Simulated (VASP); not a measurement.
Set up this calculation in VASP 6.6.1, as the native input.

```yaml
Task: single point
Functional: PBE
Potentials_or_basis: VASP PAW PBE potentials, release 64 (Ti_sv, In_d)
Cutoff: 520 eV
k_mesh: 6 × 6 × 6
Occupations: gaussian, width 0.1 eV
Spin: no spin polarisation
Dipole_correction: no
Further_INCAR_settings: ALGO = Fast; EDIFF = 1e-06; NBANDS = 40
```

The structure of TiIn4 lies in POSCAR:

```
TiIn4
1.0
   -4.5617747678      4.5617747678      1.5115162264
    4.5617747678     -4.5617747678      1.5115162264
    4.5617747678      4.5617747678     -1.5115162264
Ti In
1 4
Direct
    0.5000000000      0.5000000000      0.0000000000
    0.0000000000      0.7247520192      0.7247520192
    0.0000000000      0.2752479808      0.2752479808
    0.7247520192      0.0000000000      0.7247520192
    0.2752479808      0.0000000000      0.2752479808
```

The cell was built from a structure type or drawn by symmetry, and may not be a known phase.

One way to write it, as run:

INCAR

```
ALGO = Fast
EDIFF = 1E-6
ENCUT = 520
GGA = PE
ISIF = 2
ISMEAR = 0
LASPH = True
LCHARG = True
LELF = True
LREAL = False
LVHAR = True
LWAVE = False
NBANDS = 40
NELM = 80
PREC = Accurate
SIGMA = 0.1
```

KPOINTS

```
k-points
0
Gamma
  6 6 6
```

Potentials or basis: VASP PAW PBE potentials, release 64 (Ti_sv, In_d).

Run with:

```console
$ cat potpaw_PBE.64/Ti_sv/POTCAR potpaw_PBE.64/In_d/POTCAR > POTCAR
$ mpirun -np 1 vasp_std > vasp.out
```

It gave:

| Property | Result |
| --- | --- |
| Pressure | 0.0 GPa |
| Largest force | 0.019 eV/Å |
| Band gap on the k mesh | zero (bands 32 and 33 overlap by 0.95 eV) |

Caveat: the k points lie up to 0.36 Å⁻¹ apart, too coarse for converged energies and pressures of a metal; spin-orbit coupling is left out, which moves the levels of the heavy elements.

It took 6.5 min on 1 thread of Intel(R) Xeon(R) 6975P-C (Granite Rapids), with other jobs on the host, peak memory 0.41 GiB.
